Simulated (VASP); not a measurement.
# C (Fd-3m) in VASP: single point with HSE06

Aim: the single point of C with HSE06.

Everything below comes from runs of VASP 6.6.1. Logs are shortened: lines on timing, memory, paths and dates and some standing lists are left out, and cuts for length are marked.

## 1. The cell of the first run

Symmetry: Fd-3m, No. 227, cubic system. The conventional cell has a = 3.525 Å, b = 3.525 Å, c = 3.525 Å, α = 90.00°, β = 90.00°, γ = 90.00°. C (site symmetry -43m) has 4 C at 1.53 Å within 2.0 Å.

## 2. Single point, HSE06 (strain -1.0%)

POSCAR reads:

```
C
1.0
    0.0000000000      1.7623229011      1.7623229011
    1.7623229011      0.0000000000      1.7623229011
    1.7623229011      1.7623229011      0.0000000000
C
2
Direct
    0.0000000000      0.0000000000      0.0000000000
    0.2500000000      0.2500000000      0.2500000000
```

INCAR.step1 reads:

```
PREC = Accurate ; ENCUT = 1000
EDIFF = 1E-5 ; ISMEAR = 0
SIGMA = 0.01 ; LREAL = False
LASPH = True ; NELM = 120
ALGO = Normal ; ISIF = 2
LWAVE = True ; LCHARG = False
GGA = PE ; NBANDS = 11
GGA_COMPAT = False
```

INCAR.step2 reads:

```
PREC = Accurate ; ENCUT = 1000
EDIFF = 1E-6 ; ISMEAR = 0
SIGMA = 0.01 ; LREAL = False
LASPH = True ; NELM = 120
ALGO = Normal ; ISIF = 2
LWAVE = False ; LCHARG = False
GGA = PE ; LHFCALC = True
HFSCREEN = 0.2079 ; PRECFOCK = Normal
ISTART = 1 ; NBANDS = 11
GGA_COMPAT = False
```

KPOINTS reads:

```
regular mesh
0
Gamma
  8 8 8
```

Potentials or basis: VASP PAW PBE potentials, release 64 (C_h).

Launch:

```bash
$ cat potpaw_PBE.64/C_h/POTCAR > POTCAR
$ cp INCAR.step1 INCAR
$ mpirun -np 1 vasp_std > vasp.out
$ cp INCAR.step2 INCAR
$ mpirun -np 1 vasp_std > vasp.out
```

OUTCAR:

```text
PREC = Accurate
   ENCUT = 1000
   EDIFF = 1E-6
   ISMEAR = 0
   LREAL = False
   LASPH = True
   NELM = 120
   ISIF = 2
   GGA = PE
   LHFCALC = True
   HFSCREEN = 0.2079
   PRECFOCK = Normal
   ISTART = 1

 ion  position               nearest neighbor table
   1  0.000  0.000  0.000-
   2  0.250  0.250  0.250-

  LATTYP: Found a face centered cubic cell.
 ALAT       =     3.5246458022

  Lattice vectors:

 A1 = (   0.0000000000,   1.7623229011,   1.7623229011)
 A2 = (   1.7623229011,   0.0000000000,   1.7623229011)
 A3 = (   1.7623229011,   1.7623229011,   0.0000000000)

Analysis of symmetry for initial positions (statically):
=====================================================================
 Subroutine PRICEL returns:
 Original cell was already a primitive cell.

 Routine SETGRP: Setting up the symmetry group for a
 face centered cubic supercell.

 Subroutine GETGRP returns: Found 48 space group operations
 (whereof 24 operations were pure point group operations)
 out of a pool of 48 trial point group operations.

The static configuration has the point symmetry T_d .
 The point group associated with its full space group is O_h .

Analysis of symmetry for dynamics (positions and initial velocities):
=====================================================================
 Subroutine PRICEL returns:
 Original cell was already a primitive cell.

 Routine SETGRP: Setting up the symmetry group for a
 face centered cubic supercell.

 Subroutine GETGRP returns: Found 48 space group operations
 (whereof 24 operations were pure point group operations)
 out of a pool of 48 trial point group operations.

The dynamic configuration has the point symmetry T_d .
 The point group associated with its full space group is O_h .

 Subroutine INISYM returns: Found 48 space group operations
 (whereof 24 operations are pure point group operations),
 and found     1 'primitive' translations

----------------------------------------------------------------------------------------

                                     Primitive cell

  volume of cell :      10.9468

  direct lattice vectors                    reciprocal lattice vectors
     0.000000000  1.762322901  1.762322901    -0.283716452  0.283716452  0.283716452
     1.762322901  0.000000000  1.762322901     0.283716452 -0.283716452  0.283716452
[... 101 lines left out ...]
   EFERMI_NEDOS =   21; number of points for ismear=-14 and -15
   IALGO  =     38    algorithm
   IMIX   =      1    mixing-type and parameters
     AMIX     =   0.40;   BMIX     =  1.00
     AMIX_MAG =   1.60;   BMIX_MAG =  1.00
  volume/ion in A,a.u.               =       5.47        36.94
  Fermi-wavevector in a.u.,A,eV,Ry     =   1.474606  2.786601 29.585365  2.174463
  Thomas-Fermi vector in A             =   2.589357
   LORBIT       =      0    0 simple, 1 ext, 2 COOP (PROOUT), +10 PAW based schemes
   GGA     = PE    functional components
   LHFCALC =     T    Hartree Fock is set to
   PRECFOCK=normal    Normal, Fast or Accurate (Low or Medium for compatibility)
   ENCUT4O =  -1.0   cutoff for four orbital integrals eV
   NKREDX  =     1    reduce k-point grid by
   NKREDY  =     1    reduce k-point grid by
   NKREDZ  =     1    reduce k-point grid by
   AEXX    =    0.2500 exact exchange contribution
   HFSCREEN=    0.2079 screening length (either q_TF or 0.3 A-1)
   HFSCREENC=   0.2079 screening length for correlation (either q_TF or 0.3 A-1)
   ENCUTFOCK=  -1.0 apply spherical cutoff to Coloumb kernel
   IVDW    =     0    specifies the selected vdW correction
   LEPSILON=     F    determine dielectric tensor
   LRPA    =     F    only Hartree local field effects (RPA)
 non-spin polarized calculation
 Gauss-broadening in eV      SIGMA  =   0.01
  energy-cutoff  :     1000.00
  volume of cell :       10.95
 maximum number of plane-waves:       817
 NGX is ok and might be reduce to    28
  NGX = 20; NGY = 20; NGZ = 20

 number of electron       8.0000000 magnetization

 Free energy of the ion-electron system (eV)
  ---------------------------------------------------
  ext. energy  EPLUGINS =         0.00000000
  ---------------------------------------------------
  free energy    TOTEN  =       -21.06780641 eV

  energy without entropy =      -21.06780641  energy(sigma->0) =      -21.06780641

 E-fermi :  11.0509     XC(G=0): -11.0670

 val. band max:       10.8795275054   @ k =   0.0000   0.0000   0.0000
 cond. band min:      16.2518249074   @ k =   0.3750   0.3750   0.0000
 fundamental gap:      5.3722974020
 Fermi energy:        11.0509492914

 k-point     1 :       0.0000    0.0000    0.0000
  band No.  band energies     occupation
      1     -13.1558      2.00000
      2      10.8795      2.00000
      3      10.8795      2.00000
      4      10.8795      2.00000
      5      17.9681      0.00000
      6      17.9681      0.00000
      7      17.9681      0.00000
      8      27.0059      0.00000
      9      32.2160      0.00000
     10      39.5647      0.00000
     11      39.5647      0.00000
[... 309 lines left out ...]
 k-point    24 :      -0.3750    0.2500    0.1250
  band No.  band energies     occupation
      1      -5.5950      2.00000
      2      -3.0156      2.00000
      3       3.7931      2.00000
      4       5.6047      2.00000
      5      20.7293      0.00000
      6      22.2532      0.00000
      7      26.4544      0.00000
      8      28.2998      0.00000
      9      31.2211      0.00000
     10      37.8414      0.00000
     11      39.7419      0.00000

 [... further k-points ...]

------------------------ aborting loop because EDIFF is reached ----------------------------------------

  FORCE on cell =-STRESS in cart. coord.  units (eV):
  Direction    XX          YY          ZZ          XY          YZ          ZX
  --------------------------------------------------------------------------------------
  -------------------------------------------------------------------------------------
  Total        0.5932960      0.5932960      0.5932960      0.0000000      0.0000000      0.0000000
  in kB       86.8351544     86.8351544     86.8351544      0.0000000      0.0000000      0.0000000
  external PRESSURE =      86.8351544 kB  Pullay stress =       0.0000000 kB

 VOLUME and BASIS-vectors are now :
 -----------------------------------------------------------------------------
  energy-cutoff  :     1000.00
  volume of cell :       10.95
      direct lattice vectors                 reciprocal lattice vectors
     0.000000000  1.762322901  1.762322901    -0.283716452  0.283716452  0.283716452
     1.762322901  0.000000000  1.762322901     0.283716452 -0.283716452  0.283716452
     1.762322901  1.762322901  0.000000000     0.283716452  0.283716452 -0.283716452

 POSITION                                       TOTAL-FORCE (eV/Angst)
 -----------------------------------------------------------------------------------
      0.00000      0.00000      0.00000        -0.000000      0.000000      0.000000
      0.88116      0.88116      0.88116         0.000000     -0.000000     -0.000000
 -----------------------------------------------------------------------------------
    total drift:                                0.000026     -0.000031      0.000060

  FREE ENERGIE OF THE ION-ELECTRON SYSTEM (eV)
  ---------------------------------------------------
  free  energy   TOTEN  =       -21.0678064083 eV

  energy  without entropy=      -21.0678064083  energy(sigma->0) =      -21.06780641
```

OUTCAR.step1:

```text
PREC = Accurate
   ENCUT = 1000
   EDIFF = 1E-5
   ISMEAR = 0
   LREAL = False
[... 561 lines left out ...]
      0.00000      0.00000      0.00000        -0.000000      0.000000      0.000000
      0.88116      0.88116      0.88116         0.000000     -0.000000      0.000000
 -----------------------------------------------------------------------------------
    total drift:                                0.000000      0.000000      0.000000

  FREE ENERGIE OF THE ION-ELECTRON SYSTEM (eV)
  ---------------------------------------------------
  free  energy   TOTEN  =       -18.1876434036 eV

  energy  without entropy=      -18.1876434036  energy(sigma->0) =      -18.18764340
```

Run time: 17 min. Hardware: 1 thread of Intel Xeon Platinum 8375C at 2.90GHz (Ice Lake), shared host; peak memory 0.27 GiB.

What came out:

* Free energy: -21.0678 eV
* Pressure: 8.7 GPa
* Band gap on the k mesh: 5.37 eV (least direct gap 7.09 eV)

Caveat: the cell differs from its parent crystal (strain -1.0%); the cell stands under pressure; the PAW data sets were made with another functional, which shifts forces and pressure a little. A k mesh can miss the band edges.
